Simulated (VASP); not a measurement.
# ScAl3 in VASP: further runs, part 2 of 3

VASP 6.6.1. The steps go on from the part before.

### Step 3. Single point, r2SCAN (biaxial strain in the a-b plane: -2.0 %)

Input file POSCAR:

```
ScAl3
1.0
    4.0038258372      0.0000000000      0.0000000000
    0.0000000000      4.0038258372      0.0000000000
    0.0000000000      0.0000000000      4.1345630074
Sc Al
1 3
Direct
    0.0000000000      0.0000000000      0.0000000000
    0.5000000000      0.0000000000      0.5000000000
    0.0000000000      0.5000000000      0.5000000000
    0.5000000000      0.5000000000      0.0000000000
```

Input file INCAR.step1:

```
SYSTEM = ScAl3
  PREC = Accurate
  ENCUT = 520
  ISMEAR = 0
  SIGMA = 0.1
  LREAL = .FALSE.
  LASPH = .TRUE.
  NELM = 100
  NBANDS = 18
  GGA = PE
  ALGO = Normal
  EDIFF = 1E-4
  LWAVE = .TRUE.
  LCHARG = .FALSE.
```

Input file INCAR.step2:

```
SYSTEM = ScAl3
  PREC = Accurate
  ENCUT = 520
  EDIFF = 1E-6
  ISMEAR = 0
  SIGMA = 0.1
  LREAL = .FALSE.
  LASPH = .TRUE.
  NELM = 100
  ALGO = Normal
  ISIF = 2
  LWAVE = .FALSE.
  LCHARG = .FALSE.
  METAGGA = R2SCAN
  LMIXTAU = .TRUE.
  NBANDS = 18
  ISTART = 1
```

Input file KPOINTS:

```
regular mesh
0
G
  14 14 14
  0 0 0
```

Potentials or basis: VASP PAW PBE potentials, release 64 (Sc_sv, Al).

On the command line:

```
$ cat potpaw_PBE.64/Sc_sv/POTCAR potpaw_PBE.64/Al/POTCAR > POTCAR
$ cp INCAR.step1 INCAR
$ mpirun -np 1 vasp_std > vasp.out
$ cp INCAR.step2 INCAR
$ mpirun -np 1 vasp_std > vasp.out
```

OUTCAR:

```text
SYSTEM = ScAl3
   PREC = Accurate
   ENCUT = 520
   EDIFF = 1E-6
   ISMEAR = 0
   LREAL = .FALSE.
   LASPH = .TRUE.
   NELM = 100
   ISIF = 2
   METAGGA = R2SCAN
   ISTART = 1

 ion  position               nearest neighbor table
   1  0.000  0.000  0.000-   4 2.83   4 2.83   4 2.83   4 2.83   3 2.88   3 2.88   3 2.88   3 2.88
                             2 2.88   2 2.88   2 2.88   2 2.88
   2  0.500  0.000  0.500-   3 2.83   3 2.83   3 2.83   3 2.83   4 2.88   1 2.88   4 2.88   4 2.88
[... 704 lines left out ...]
     18      13.4659      0.00000

 [... further k-points ...]
[... 5 lines left out ...]
  --------------------------------------------------------------------------------------
  -------------------------------------------------------------------------------------
  Total        1.9925507      1.9925507     -0.3330955      0.0000000     -0.0000000      0.0000000
  in kB       48.1659352     48.1659352     -8.0519175      0.0000000     -0.0000000      0.0000000
  external PRESSURE =      29.4266509 kB  Pullay stress =       0.0000000 kB

 VOLUME and BASIS-vectors are now :
 -----------------------------------------------------------------------------
  energy-cutoff  :      520.00
  volume of cell :       66.28
      direct lattice vectors                 reciprocal lattice vectors
     4.003825837  0.000000000  0.000000000     0.249761114  0.000000000  0.000000000
     0.000000000  4.003825837  0.000000000     0.000000000  0.249761114  0.000000000
     0.000000000  0.000000000  4.134563007     0.000000000  0.000000000  0.241863529

 POSITION                                       TOTAL-FORCE (eV/Angst)
 -----------------------------------------------------------------------------------
      0.00000      0.00000      0.00000         0.000000      0.000000      0.000000
      2.00191      0.00000      2.06728         0.000000      0.000000      0.000000
      0.00000      2.00191      2.06728         0.000000      0.000000      0.000000
      2.00191      2.00191      0.00000         0.000000      0.000000      0.000000
 -----------------------------------------------------------------------------------
    total drift:                                0.000000     -0.000000      0.000000

  FREE ENERGIE OF THE ION-ELECTRON SYSTEM (eV)
  ---------------------------------------------------
  free  energy   TOTEN  =       -33.4716098113 eV

  energy  without entropy=      -33.4657664116  energy(sigma->0) =      -33.46868811
```

OSZICAR.step1:

```text
N       E                     dE             d eps       ncg     rms          rms(c)
DAV:   1     0.108918663211E+03    0.10892E+03   -0.83014E+03 10408   0.101E+03
DAV:   2    -0.151721914196E+02   -0.12409E+03   -0.12108E+03 10398   0.291E+02
DAV:   3    -0.200847519098E+02   -0.49126E+01   -0.47295E+01 15914   0.556E+01
DAV:   4    -0.202086555947E+02   -0.12390E+00   -0.12349E+00 16030   0.886E+00
DAV:   5    -0.202102929899E+02   -0.16374E-02   -0.16372E-02 14926   0.919E-01    0.937E+00
DAV:   6    -0.193107443215E+02    0.89955E+00   -0.34318E+00 15738   0.198E+01    0.332E+00
DAV:   7    -0.192656773827E+02    0.45067E-01   -0.10570E-01 15734   0.243E+00    0.197E+00
DAV:   8    -0.192431992158E+02    0.22478E-01   -0.39225E-02 16616   0.167E+00    0.295E-01
DAV:   9    -0.192429243868E+02    0.27483E-03   -0.76156E-03 16084   0.983E-01    0.188E-01
DAV:  10    -0.192426077585E+02    0.31663E-03   -0.11694E-03 15224   0.357E-01    0.516E-02
DAV:  11    -0.192426155672E+02   -0.78087E-05   -0.56826E-05  6830   0.712E-02
   1 F= -.19242616E+02 E0= -.19239401E+02  d E =-.642930E-02
```

Wall time 8.2 min (1 thread of Intel Xeon 6975P-C (Granite Rapids), shared host); peak memory 0.42 GiB.

Results:

```yaml
Free_energy: -33.4716 eV
Pressure: 2.9 GPa
Band_gap_on_the_k_mesh: zero (bands 10 and 11 overlap by 4.40 eV)
```

Stress tensor (GPa, compression positive):
```
 4.82  0.00  0.00
 0.00  4.82  0.00
 0.00  0.00 -0.81
```

Levels at points of the mesh, in eV from the Fermi level:
```csv
k point,band 8,band 9,band 10,band 11,band 12,band 13
"(0.00, 0.00, 0.00)",-2.35,-1.87,-1.87,1.29,1.38,1.38
"(0.50, 0.00, 0.00)",-1.77,-1.70,0.74,0.98,1.18,1.62
"(0.50, 0.50, 0.00)",-4.78,-0.75,-0.75,0.99,1.26,2.48
"(0.00, 0.00, 0.50)",-1.82,-1.59,1.13,1.13,1.35,1.49
"(0.50, 0.00, 0.50)",-4.78,-0.58,-0.47,1.31,1.67,2.27
"(0.50, 0.50, 0.50)",-4.95,-3.41,-3.26,-3.26,1.11,2.89
```

Caveat: the cell differs from its parent crystal (biaxial strain in the a-b plane: -2.0 %); the PAW data sets were made with another functional, which shifts forces and pressure a little.

### Step 4. Single point, r2SCAN (biaxial strain in the a-b plane: +2.0 %)

Input file POSCAR:

```
ScAl3
1.0
    4.1672473000      0.0000000000      0.0000000000
    0.0000000000      4.1672473000      0.0000000000
    0.0000000000      0.0000000000      4.0365101298
Sc Al
1 3
Direct
    0.0000000000      0.0000000000      0.0000000000
    0.5000000000      0.0000000000      0.5000000000
    0.0000000000      0.5000000000      0.5000000000
    0.5000000000      0.5000000000      0.0000000000
```

Input file INCAR.step1:

```
PREC     = Accurate       # precision mode
ENCUT    = 520            # plane-wave cutoff, eV
ISMEAR   = 0              # smearing method
SIGMA    = 0.1            # smearing width, eV
LREAL    = False          # projectors in reciprocal space
LASPH    = True           # aspherical terms in the spheres
NELM     = 60             # most SCF steps
NBANDS   = 18             # bands
GGA      = PE             # functional
ALGO     = Normal         # electronic algorithm
EDIFF    = 1E-4           # SCF threshold, eV
LWAVE    = True           # write WAVECAR
LCHARG   = False          # write CHGCAR
```

Input file INCAR.step2:

```
PREC     = Accurate       # precision mode
ENCUT    = 520            # plane-wave cutoff, eV
EDIFF    = 1E-6           # SCF threshold, eV
ISMEAR   = 0              # smearing method
SIGMA    = 0.1            # smearing width, eV
LREAL    = False          # projectors in reciprocal space
LASPH    = True           # aspherical terms in the spheres
NELM     = 60             # most SCF steps
ALGO     = Normal         # electronic algorithm
ISIF     = 2              # what is computed and relaxed
LWAVE    = False          # write WAVECAR
LCHARG   = True           # write CHGCAR
METAGGA  = R2SCAN         # meta-GGA
LMIXTAU  = True         
LELF     = True           # ELF
LVHAR    = True         
NBANDS   = 18             # bands
ISTART   = 1
```

Input file KPOINTS:

```
regular mesh
0
Gamma
  14 14 14
```

Potentials or basis: VASP PAW PBE potentials, release 64 (Sc_sv, Al).

On the command line:

```
$ cat potpaw_PBE.64/Sc_sv/POTCAR potpaw_PBE.64/Al/POTCAR > POTCAR
$ cp INCAR.step1 INCAR
$ mpirun -np 1 vasp_std > vasp.out
$ cp INCAR.step2 INCAR
$ mpirun -np 1 vasp_std > vasp.out
```

OUTCAR:

```text
PREC = Accurate
   ENCUT = 520
   EDIFF = 1E-6
   ISMEAR = 0
   LREAL = False
   LASPH = True
   NELM = 60
   ISIF = 2
   METAGGA = R2SCAN
   ISTART = 1

 ion  position               nearest neighbor table
   1  0.000  0.000  0.000-   2 2.90   3 2.90   2 2.90   3 2.90   3 2.90   3 2.90   2 2.90   2 2.90
                             4 2.95   4 2.95   4 2.95   4 2.95
   2  0.500  0.000  0.500-   1 2.90   4 2.90   1 2.90   4 2.90   4 2.90   4 2.90   1 2.90   1 2.90
                             3 2.95   3 2.95   3 2.95   3 2.95
   3  0.000  0.500  0.500-   1 2.90   4 2.90   1 2.90   4 2.90   1 2.90   1 2.90   4 2.90   4 2.90
                             2 2.95   2 2.95   2 2.95   2 2.95
   4  0.500  0.500  0.000-   2 2.90   3 2.90   2 2.90   3 2.90   2 2.90   2 2.90   3 2.90   3 2.90
                             1 2.95   1 2.95   1 2.95   1 2.95

  LATTYP: Found a simple tetragonal cell.
 ALAT       =     4.1672473000
 C/A-ratio  =     0.9686274510

  Lattice vectors:

 A1 = (   4.1672473000,   0.0000000000,   0.0000000000)
 A2 = (   0.0000000000,   4.1672473000,   0.0000000000)
 A3 = (   0.0000000000,   0.0000000000,   4.0365101298)

Analysis of symmetry for initial positions (statically):
=====================================================================
 Subroutine PRICEL returns:
 Original cell was already a primitive cell.

 Routine SETGRP: Setting up the symmetry group for a
 simple tetragonal supercell.

 Subroutine GETGRP returns: Found 16 space group operations
 (whereof 16 operations were pure point group operations)
 out of a pool of 16 trial point group operations.

The static configuration has the point symmetry D_4h.

Analysis of symmetry for dynamics (positions and initial velocities):
=====================================================================
 Subroutine PRICEL returns:
 Original cell was already a primitive cell.

 Routine SETGRP: Setting up the symmetry group for a
 simple tetragonal supercell.

 Subroutine GETGRP returns: Found 16 space group operations
 (whereof 16 operations were pure point group operations)
 out of a pool of 16 trial point group operations.

The dynamic configuration has the point symmetry D_4h.

 Subroutine INISYM returns: Found 16 space group operations
 (whereof 16 operations are pure point group operations),
 and found     1 'primitive' translations

----------------------------------------------------------------------------------------

                                     Primitive cell

  volume of cell :      70.0978

  direct lattice vectors                    reciprocal lattice vectors
     4.167247300  0.000000000  0.000000000     0.239966560  0.000000000  0.000000000
     0.000000000  4.167247300  0.000000000     0.000000000  0.239966560  0.000000000
     0.000000000  0.000000000  4.036510130     0.000000000  0.000000000  0.247738756

  length of vectors
     4.167247300  4.167247300  4.036510130     0.239966560  0.239966560  0.247738756

  position of ions in fractional coordinates (direct lattice)
     0.000000000  0.000000000  0.000000000
     0.500000000  0.000000000  0.500000000
     0.000000000  0.500000000  0.500000000
     0.500000000  0.500000000  0.000000000

  ion indices of the primitive-cell ions
   primitive index   ion index
                 1           1
                 2           2
                 3           3
                 4           4

[... 30 lines left out ...]
  0.142857  0.000000  0.000000      4.000000
  0.214286  0.000000  0.000000      4.000000
  0.285714  0.000000  0.000000      4.000000
  0.357143  0.000000  0.000000      4.000000
[... 16 lines left out ...]
  0.285714  0.214286  0.000000      8.000000
  0.357143  0.214286  0.000000      8.000000
 [... further k-points ...]
   k-points           NKPTS =    288   k-points in BZ     NKDIM =    288   number of bands    NBANDS=     18
   number of dos      NEDOS =    301   number of ions     NIONS =      4
   total plane-waves  NPLWV =  30720
   dimension x,y,z NGX =    32 NGY =   32 NGZ =   30
   dimension x,y,z NGXF=    64 NGYF=   64 NGZF=   60
   ions per type =               1   3
   NGX,Y,Z   is equivalent  to a cutoff of  12.77, 12.77, 12.36 a.u.
   NGXF,Y,Z  is equivalent  to a cutoff of  25.53, 25.53, 24.71 a.u.
 SYSTEM =  unknown system
   PREC   = accura    normal or accurate (medium, high low for compatibility)
   ISTART =      1    job   : 0-new  1-cont  2-samecut
   ICHARG =      0    charge: 1-file 2-atom 10-const
   ISPIN  =      1    spin polarized calculation?
   LNONCOLLINEAR =      F non collinear calculations
   LSORBIT =      F    spin-orbit coupling
   LASPH  =      T    aspherical Exc in radial PAW
   ENCUT  =  520.0 eV  38.22 Ry    6.18 a.u.   7.75  7.75  7.51*2*pi/ulx,y,z
   NELM   =     60;   NELMIN=  2; NELMDL=  0     # of ELM steps
   EDIFF  = 0.1E-05   stopping-criterion for ELM
   LREAL  =      F    real-space projection
   EDIFFG = 0.1E-04   stopping-criterion for IOM
   NSW    =      0    number of steps for IOM
   IBRION =     -1    ionic relax: 0-MD 1-quasi-New 2-CG
   NFREE  =      0    steps in history (QN), initial steepest desc. (CG)
   ISIF   =      2    stress and relaxation
   ISYM   =      2    0-nonsym 1-usesym 2-fastsym
   POTIM  = 0.5000    time-step for ionic-motion
   TEBEG  =    0.0;   TEEND  =   0.0 temperature during run
   PSTRESS=    0.0 pullay stress
   NELECT =      20.0000    total number of electrons
   NUPDOWN=      -1.0000    fix difference up-down
   EMIN   =  10.00;   EMAX   =-10.00  energy-range for DOS
   EFERMI =   0.00;   METHOD = LEGACY
   ISMEAR =     0;   SIGMA  =   0.10  broadening in eV -4-tet -1-fermi 0-gaus
   EFERMI_NEDOS =   21; number of points for ismear=-14 and -15
   IALGO  =     38    algorithm
   IMIX   =      4    mixing-type and parameters
     AMIX     =   0.40;   BMIX     =  1.00
     AMIX_MAG =   1.60;   BMIX_MAG =  1.00
  volume/ion in A,a.u.               =      17.52       118.26
  Fermi-wavevector in a.u.,A,eV,Ry     =   1.077747  2.036646 15.803678  1.161538
  Thomas-Fermi vector in A             =   2.213667
   LORBIT       =      0    0 simple, 1 ext, 2 COOP (PROOUT), +10 PAW based schemes
   METAGGA = R2SCAN    functional components
   LHFCALC =     F    Hartree Fock is set to
   AEXX    =    0.0000 exact exchange contribution
   IVDW    =     0    specifies the selected vdW correction
   LEPSILON=     F    determine dielectric tensor
   LRPA    =     F    only Hartree local field effects (RPA)
 non-spin polarized calculation
 Gauss-broadening in eV      SIGMA  =   0.10
  energy-cutoff  :      520.00
  volume of cell :       70.10
 maximum number of plane-waves:      1916
 NGX is ok and might be reduce to    32
   NGX = 15   NGY = 15   NGZ = 15

 number of electron      20.0000000 magnetization

 Free energy of the ion-electron system (eV)
  ---------------------------------------------------
  ext. energy  EPLUGINS =         0.00000000
  ---------------------------------------------------
  free energy    TOTEN  =       -33.47720603 eV

  energy without entropy =      -33.47117151  energy(sigma->0) =      -33.47418877

 E-fermi :   7.0959     XC(G=0): -11.0177

 val. band max:        7.0927408936   @ k =   0.1429   0.0714   0.3571
 cond. band min:       7.0965528659   @ k =   0.2143   0.0000   0.5000
 fundamental gap:      0.0038119724
 Fermi energy:         7.0958665904

 k-point     1 :       0.0000    0.0000    0.0000
  band No.  band energies     occupation
      1     -44.0983      2.00000
      2     -21.8336      2.00000
      3     -21.8336      2.00000
      4     -21.8121      2.00000
      5      -3.4265      2.00000
      6       4.2220      2.00000
[... 481 lines left out ...]
      5      -1.8835      2.00000
      6       0.7672      2.00000
[... 10 lines left out ...]
     17      12.0789      0.00000
     18      12.7774      0.00000

 [... further k-points ...]

------------------------ aborting loop because EDIFF is reached ----------------------------------------

  FORCE on cell =-STRESS in cart. coord.  units (eV):
  Direction    XX          YY          ZZ          XY          YZ          ZX
  --------------------------------------------------------------------------------------
  -------------------------------------------------------------------------------------
  Total       -1.7103891     -1.7103891      0.3203226      0.0000000      0.0000000     -0.0000000
  in kB      -39.0931707    -39.0931707      7.3213904      0.0000000      0.0000000     -0.0000000
  external PRESSURE =     -23.6216503 kB  Pullay stress =       0.0000000 kB

 VOLUME and BASIS-vectors are now :
 -----------------------------------------------------------------------------
  energy-cutoff  :      520.00
  volume of cell :       70.10
      direct lattice vectors                 reciprocal lattice vectors
     4.167247300  0.000000000  0.000000000     0.239966560  0.000000000  0.000000000
     0.000000000  4.167247300  0.000000000     0.000000000  0.239966560  0.000000000
     0.000000000  0.000000000  4.036510130     0.000000000  0.000000000  0.247738756

 POSITION                                       TOTAL-FORCE (eV/Angst)
 -----------------------------------------------------------------------------------
      0.00000      0.00000      0.00000         0.000000      0.000000      0.000000
      2.08362      0.00000      2.01826         0.000000      0.000000      0.000000
      0.00000      2.08362      2.01826         0.000000      0.000000      0.000000
      2.08362      2.08362      0.00000         0.000000      0.000000      0.000000
 -----------------------------------------------------------------------------------
    total drift:                               -0.000000      0.000000      0.000000

  FREE ENERGIE OF THE ION-ELECTRON SYSTEM (eV)
  ---------------------------------------------------
  free  energy   TOTEN  =       -33.4772060347 eV

  energy  without entropy=      -33.4711715109  energy(sigma->0) =      -33.47418877
```

It took 6 min on 1 thread of Intel Xeon 6975P-C (Granite Rapids), shared host; peak memory 0.44 GiB.

What came out:

| Quantity | Value |
| --- | --- |
| Free energy | -33.4772 eV |
| Pressure | -2.4 GPa |
| Band gap on the k mesh | zero (bands 10 and 11 overlap by 4.00 eV) |

Levels at points of the mesh, in eV from the Fermi level:
| k point | band 7 | band 8 | band 9 | band 10 | band 11 | band 12 | band 13 | band 14 |
| --- | --- | --- | --- | --- | --- | --- | --- | --- |
| (0.00, 0.00, 0.00) | -2.54 | -2.17 | -2.17 | -1.69 | 1.31 | 1.31 | 1.42 | 1.42 |
| (0.50, 0.00, 0.00) | -1.97 | -1.60 | -1.51 | 0.77 | 0.88 | 1.20 | 1.56 | 1.75 |
| (0.50, 0.50, 0.00) | -6.06 | -4.65 | -0.41 | -0.41 | 1.40 | 1.73 | 2.16 | 2.57 |
| (0.00, 0.00, 0.50) | -1.91 | -1.91 | -1.61 | 0.82 | 0.82 | 0.89 | 1.30 | 1.72 |
| (0.50, 0.00, 0.50) | -5.87 | -4.64 | -0.69 | -0.59 | 1.08 | 1.34 | 2.24 | 2.81 |
| (0.50, 0.50, 0.50) | -4.96 | -4.73 | -3.31 | -3.31 | -3.17 | 0.97 | 2.71 | 2.92 |

Caveat: the cell differs from its parent crystal (biaxial strain in the a-b plane: +2.0 %); the PAW data sets were made with another functional, which shifts forces and pressure a little.

(Continued in part 3 of 3.)
